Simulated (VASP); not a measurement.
# Bi (P-1) in VASP: electric field gradients with PBEsol

Aim: the electric field gradients of Bi with PBEsol.

Program: VASP 6.6.1. These are calculated values, not measurements. Logs are shortened: lines on timing, memory, paths and dates and some standing lists are left out, and cuts for length are marked.

## 1. The cell of the first run

The typed cell holds 2 atoms: a = 4.540 Å, b = 4.480 Å, c = 11.832 Å, α = 89.36°, β = 88.27°, γ = 118.70°.

## 2. Electric field gradients, PBEsol (equal xy, yz and zx shear strains of +3 %)

INCAR reads:

```
ALGO = Normal
EDIFF = 1E-8
ENCUT = 520
GGA = PS
ISIF = 2
ISMEAR = -1
LASPH = T
LCHARG = F
LEFG = T
LREAL = F
LWAVE = F
NBANDS = 22
NELM = 80
PREC = Accurate
SIGMA = 0.03
```

KPOINTS reads:

```
k-points
0
Gamma
  9 9 3
```

POSCAR reads:

```
Bi
1.0
    4.5390002997      0.0680850045      0.0680850045
   -2.2105368064      3.8968470652      0.0249208413
    0.1774350000      0.1774350000     11.8290000000
Bi
2
Direct
    0.3333333333      0.6666666667      0.2500000000
    0.6666666667      0.3333333333      0.7500000000
```

Potentials or basis: VASP PAW PBE potentials, release 64 (Bi_d).

Command:

```sh
cat potpaw_PBE.64/Bi_d/POTCAR > POTCAR
mpirun -np 1 vasp_std > vasp.out
```

OUTCAR:

```text
EDIFF = 1E-8
   ENCUT = 520
   GGA = PS
   ISIF = 2
   ISMEAR = -1
   LASPH = T
   LREAL = F
   NELM = 80
   PREC = Accurate

 ion  position               nearest neighbor table
   1  0.333  0.667  0.250-
   2  0.667  0.333  0.750-

  LATTYP: Found a triclinic cell.
 ALAT       =     4.5400214599
 B/A-ratio  =     0.9868313716
 C/A-ratio  =     3.0818138632
 COS(alpha) =     0.0008728581
 COS(beta)  =     0.4696683695
 COS(gamma) =     0.4801591939

  Lattice vectors:

 A1 = (   4.5390002997,   0.0680850045,   0.0680850045)
 A2 = (   2.2105368064,  -3.8968470652,  -0.0249208413)
 A3 = (   6.6900287930,   3.8555820742, -11.6679091497)

Analysis of symmetry for initial positions (statically):
=====================================================================
 Subroutine PRICEL returns:
 Original cell was already a primitive cell.

 Routine SETGRP: Setting up the symmetry group for a
 triclinic supercell.

 Subroutine GETGRP returns: Found  2 space group operations
 (whereof  2 operations were pure point group operations)
 out of a pool of  2 trial point group operations.

The static configuration has the point symmetry S_2 .

Analysis of symmetry for dynamics (positions and initial velocities):
=====================================================================
 Subroutine PRICEL returns:
 Original cell was already a primitive cell.

 Routine SETGRP: Setting up the symmetry group for a
 triclinic supercell.

 Subroutine GETGRP returns: Found  2 space group operations
 (whereof  2 operations were pure point group operations)
 out of a pool of  2 trial point group operations.

The dynamic configuration has the point symmetry S_2 .

 Subroutine INISYM returns: Found  2 space group operations
 (whereof  2 operations are pure point group operations),
 and found     1 'primitive' translations

----------------------------------------------------------------------------------------

                                     Primitive cell

  volume of cell :     210.9156

  direct lattice vectors                    reciprocal lattice vectors
     4.539000300  0.068085005  0.068085005     0.218529946  0.123996791 -0.005137901
    -2.210536806  3.896847065  0.024920841    -0.003761205  0.254508179 -0.003761205
     0.177435000  0.177435000 11.829000000    -0.001249884 -0.001249884  0.084575496

  length of vectors
     4.540021460  4.480235604 11.831661226     0.251310445  0.254563757  0.084593966

  position of ions in fractional coordinates (direct lattice)
     0.333333333  0.666666667  0.250000000
     0.666666667  0.333333333  0.750000000

  ion indices of the primitive-cell ions
   primitive index   ion index
                 1           1
                 2           2

----------------------------------------------------------------------------------------

 KPOINTS: k-points

Automatic generation of k-mesh.
 Grid dimensions read from file:
 generate k-points for:    9    9    3

 Generating k-lattice:

  Cartesian coordinates                     Fractional coordinates (reciprocal lattice)
     0.024281105  0.013777421 -0.000570878     0.111111111 -0.000000000  0.000000000
    -0.000417912  0.028278687 -0.000417912     0.000000000  0.111111111  0.000000000
    -0.000416628 -0.000416628  0.028191832     0.000000000 -0.000000000  0.333333333

  Length of vectors
     0.027923383  0.028284862  0.028197989

  Shift w.r.t. Gamma in fractional coordinates (k-lattice)
     0.000000000  0.000000000  0.000000000

 Subroutine IBZKPT returns following result:
 ===========================================

 Found    122 irreducible k-points:

 Following reciprocal coordinates:
            Coordinates               Weight
  0.000000  0.000000  0.000000      1.000000
  0.111111  0.000000 -0.000000      2.000000
  0.222222  0.000000  0.000000      2.000000
  0.333333  0.000000  0.000000      2.000000
  0.444444  0.000000  0.000000      2.000000
 -0.000000  0.111111  0.000000      2.000000
[... 16 lines left out ...]
 -0.111111  0.222222 -0.000000      2.000000
 -0.000000  0.333333 -0.000000      2.000000
 [... further k-points ...]
   k-points           NKPTS =    122   k-points in BZ     NKDIM =    122   number of bands    NBANDS=     22
   number of dos      NEDOS =    301   number of ions     NIONS =      2
   total plane-waves  NPLWV = 116640
   dimension x,y,z NGX =    36 NGY =   36 NGZ =   90
   dimension x,y,z NGXF=    72 NGYF=   72 NGZF=  180
   ions per type =               2
   NGX,Y,Z   is equivalent  to a cutoff of  13.18, 13.36, 12.65 a.u.
   NGXF,Y,Z  is equivalent  to a cutoff of  26.36, 26.72, 25.29 a.u.
 SYSTEM =  unknown system
   PREC   = accura    normal or accurate (medium, high low for compatibility)
   ISTART =      0    job   : 0-new  1-cont  2-samecut
   ICHARG =      2    charge: 1-file 2-atom 10-const
   ISPIN  =      1    spin polarized calculation?
   LNONCOLLINEAR =      F non collinear calculations
   LSORBIT =      F    spin-orbit coupling
   LASPH  =      T    aspherical Exc in radial PAW
   ENCUT  =  520.0 eV  38.22 Ry    6.18 a.u.   8.44  8.33 22.00*2*pi/ulx,y,z
   NELM   =     80;   NELMIN=  2; NELMDL= -5     # of ELM steps
   EDIFF  = 0.1E-07   stopping-criterion for ELM
   LREAL  =      F    real-space projection
   EDIFFG = 0.1E-06   stopping-criterion for IOM
   NSW    =      0    number of steps for IOM
   IBRION =     -1    ionic relax: 0-MD 1-quasi-New 2-CG
   NFREE  =      0    steps in history (QN), initial steepest desc. (CG)
   ISIF   =      2    stress and relaxation
   ISYM   =      2    0-nonsym 1-usesym 2-fastsym
   POTIM  = 0.5000    time-step for ionic-motion
   TEBEG  =    0.0;   TEEND  =   0.0 temperature during run
   PSTRESS=    0.0 pullay stress
   NELECT =      30.0000    total number of electrons
   NUPDOWN=      -1.0000    fix difference up-down
   EMIN   =  10.00;   EMAX   =-10.00  energy-range for DOS
   EFERMI =   0.00;   METHOD = LEGACY
   ISMEAR =    -1;   SIGMA  =   0.03  broadening in eV -4-tet -1-fermi 0-gaus
   EFERMI_NEDOS =   21; number of points for ismear=-14 and -15
   IALGO  =     38    algorithm
   IMIX   =      4    mixing-type and parameters
     AMIX     =   0.40;   BMIX     =  1.00
     AMIX_MAG =   1.60;   BMIX_MAG =  1.00
  volume/ion in A,a.u.               =     105.46       711.66
  Fermi-wavevector in a.u.,A,eV,Ry     =   0.854566  1.614896  9.936106  0.730283
  Thomas-Fermi vector in A             =   1.971182
   LORBIT       =      0    0 simple, 1 ext, 2 COOP (PROOUT), +10 PAW based schemes
   GGA     = PS    functional components
   LHFCALC =     F    Hartree Fock is set to
   AEXX    =    0.0000 exact exchange contribution
   IVDW    =     0    specifies the selected vdW correction
   LEPSILON=     F    determine dielectric tensor
   LRPA    =     F    only Hartree local field effects (RPA)
 non-spin polarized calculation
  energy-cutoff  :      520.00
  volume of cell :      210.92
 maximum number of plane-waves:      5715
 NGX is ok and might be reduce to    36
   NGX = 17   NGY = 17   NGZ = 43

 number of electron      30.0000000 magnetization

 Free energy of the ion-electron system (eV)
  ---------------------------------------------------
  ext. energy  EPLUGINS =         0.00000000
  ---------------------------------------------------
  free energy    TOTEN  =        -3.38263088 eV

  energy without entropy =       -3.36140914  energy(sigma->0) =       -3.37202001

 E-fermi :  -1.1513     XC(G=0):  -5.4286

 val. band max:       -1.1518367057   @ k =  -0.1111   0.4444   0.3333
 cond. band min:      -1.1511907529   @ k =   0.2222  -0.4444   0.3333
 fundamental gap:      0.0006459529
 Fermi energy:        -1.1512932809

 k-point     1 :       0.0000    0.0000    0.0000
  band No.  band energies     occupation
      1     -23.9247      2.00000
      2     -23.9247      2.00000
      3     -23.9216      2.00000
      4     -23.9216      2.00000
      5     -23.9156      2.00000
      6     -23.9155      2.00000
[... 14 lines left out ...]
     21       4.5270      0.00000
     22       4.7145      0.00000

 k-point     2 :       0.1111    0.0000   -0.0000
  band No.  band energies     occupation
      1     -23.9242      2.00000
      2     -23.9242      2.00000
      3     -23.9219      2.00000
      4     -23.9219      2.00000
      5     -23.9156      2.00000
      6     -23.9156      2.00000
[... 14 lines left out ...]
     21       4.6651      0.00000
     22       4.9381      0.00000

 k-point     3 :       0.2222    0.0000    0.0000
  band No.  band energies     occupation
      1     -23.9229      2.00000
      2     -23.9229      2.00000
      3     -23.9225      2.00000
      4     -23.9225      2.00000
      5     -23.9158      2.00000
      6     -23.9158      2.00000
[... 14 lines left out ...]
     21       4.6246      0.00000
     22       5.2156      0.00000

 k-point     4 :       0.3333    0.0000    0.0000
  band No.  band energies     occupation
      1     -23.9232      2.00000
      2     -23.9232      2.00000
      3     -23.9216      2.00000
      4     -23.9216      2.00000
      5     -23.9161      2.00000
      6     -23.9161      2.00000
[... 14 lines left out ...]
     21       4.3978      0.00000
     22       4.8458      0.00000

 k-point     5 :       0.4444    0.0000    0.0000
  band No.  band energies     occupation
      1     -23.9237      2.00000
      2     -23.9237      2.00000
      3     -23.9208      2.00000
      4     -23.9208      2.00000
      5     -23.9162      2.00000
      6     -23.9162      2.00000
[... 417 lines left out ...]
 k-point    22 :      -0.2222    0.2222   -0.0000
  band No.  band energies     occupation
      1     -23.9237      2.00000
      2     -23.9237      2.00000
      3     -23.9220      2.00000
      4     -23.9219      2.00000
      5     -23.9166      2.00000
      6     -23.9166      2.00000
[... 14 lines left out ...]
     21       4.5882      0.00000
     22       5.1503      0.00000

 k-point    23 :      -0.1111    0.2222   -0.0000
  band No.  band energies     occupation
      1     -23.9238      2.00000
      2     -23.9238      2.00000
      3     -23.9219      2.00000
      4     -23.9218      2.00000
      5     -23.9164      2.00000
      6     -23.9164      2.00000
[... 14 lines left out ...]
     21       4.7245      0.00000
     22       5.5317      0.00000

 k-point    24 :      -0.0000    0.3333   -0.0000
  band No.  band energies     occupation
      1     -23.9226      2.00000
      2     -23.9226      2.00000
      3     -23.9225      2.00000
      4     -23.9225      2.00000
      5     -23.9169      2.00000
      6     -23.9169      2.00000
[... 14 lines left out ...]
     21       4.3385      0.00000
     22       4.8475      0.00000

 [... further k-points ...]
[... 5 lines left out ...]
  --------------------------------------------------------------------------------------
  -------------------------------------------------------------------------------------
  Total       -6.7506163     -6.7841342     -0.5403201      0.1564113     -0.0777487     -0.0777415
  in kB      -51.2796716    -51.5342836     -4.1044311      1.1881462     -0.5906024     -0.5905474
  external PRESSURE =     -35.6394621 kB  Pullay stress =       0.0000000 kB

 VOLUME and BASIS-vectors are now :
 -----------------------------------------------------------------------------
  energy-cutoff  :      520.00
  volume of cell :      210.92
      direct lattice vectors                 reciprocal lattice vectors
     4.539000300  0.068085005  0.068085005     0.218529946  0.123996791 -0.005137901
    -2.210536806  3.896847065  0.024920841    -0.003761205  0.254508179 -0.003761205
     0.177435000  0.177435000 11.829000000    -0.001249884 -0.001249884  0.084575496

 POSITION                                       TOTAL-FORCE (eV/Angst)
 -----------------------------------------------------------------------------------
      0.08367      2.66495      2.99656         0.002041      0.000177     -0.001089
      2.42223      1.47742      8.92545        -0.002041     -0.000177      0.001089
 -----------------------------------------------------------------------------------
    total drift:                               -0.000000      0.000000      0.000000

  FREE ENERGIE OF THE ION-ELECTRON SYSTEM (eV)
  ---------------------------------------------------
  free  energy   TOTEN  =        -3.3826308818 eV

  energy  without entropy=       -3.3614091417  energy(sigma->0) =       -3.37202001

 Electric field gradients (V/A^2)
---------------------------------------------------------------------
 ion       V_xx      V_yy      V_zz      V_xy      V_xz      V_yz
---------------------------------------------------------------------
   1      65.508    64.220  -129.728    16.410     3.543     3.505
   2      65.508    64.220  -129.728    16.410     3.543     3.505
---------------------------------------------------------------------

 Electric field gradients after diagonalization (V/A^2)
 (convention: |V_zz| > |V_xx| > |V_yy|)
----------------------------------------------------------------------
 ion       V_xx      V_yy      V_zz     asymmetry (V_yy - V_xx)/ V_zz
----------------------------------------------------------------------
   1      81.404    48.442  -129.846       0.254
   2      81.404    48.442  -129.846       0.254
----------------------------------------------------------------------

           NMR quadrupolar parameters

 Cq : quadrupolar parameter    Cq=e*Q*V_zz/h
 eta: asymmetry parameters     (V_yy - V_xx)/ V_zz
 Q  : nuclear electric quadrupole moment in mb (millibarn)
----------------------------------------------------------------------
 ion       Cq(MHz)       eta       Q (mb)
----------------------------------------------------------------------
   1      -0.314       0.254       1.000
   2      -0.314       0.254       1.000
----------------------------------------------------------------------
```

It took 12 min on 1 thread of Intel Xeon 8259CL, shared host; peak memory 0.63 GiB.

What came out:

* Free energy: -3.3826 eV
* Pressure: -3.6 GPa
* Band gap on the k mesh: zero (bands 15 and 16 overlap by 2.07 eV)
* Largest electric field gradient by atom: Bi -129.8 V/Å²

Forces on the atoms (eV/Å):
```
Bi   0.002  0.000 -0.001
Bi  -0.002  0.000  0.001
```

Stress tensor (GPa, compression positive):
```
-5.13  0.12 -0.06
 0.12 -5.15 -0.06
-0.06 -0.06 -0.41
```

Levels at points of the mesh, in eV from the Fermi level:
| k point | band 11 | band 12 | band 13 | band 14 | band 15 | band 16 | band 17 | band 18 | band 19 | band 20 |
| --- | --- | --- | --- | --- | --- | --- | --- | --- | --- | --- |
| (0.00, 0.00, 0.00) | -10.34 | -10.32 | -0.84 | -0.34 | 1.36 | 1.38 | 1.49 | 1.50 | 3.01 | 4.51 |

Electric field gradients, principal values (V/Å²):
```
atom   least  middle  greatest (by size)
1 Bi  48.442  81.404            -129.846
2 Bi  48.442  81.404            -129.846
```

Caveat: the cell differs from its parent crystal (equal xy, yz and zx shear strains of +3 %); the cell stands under tension; without QUAD_EFG the Cq values of the log hold for a quadrupole moment of 1 mb, not for the nuclei; the PAW data sets were made with another functional, which shifts forces and pressure a little; spin-orbit coupling is left out, which moves the levels of the heavy elements.
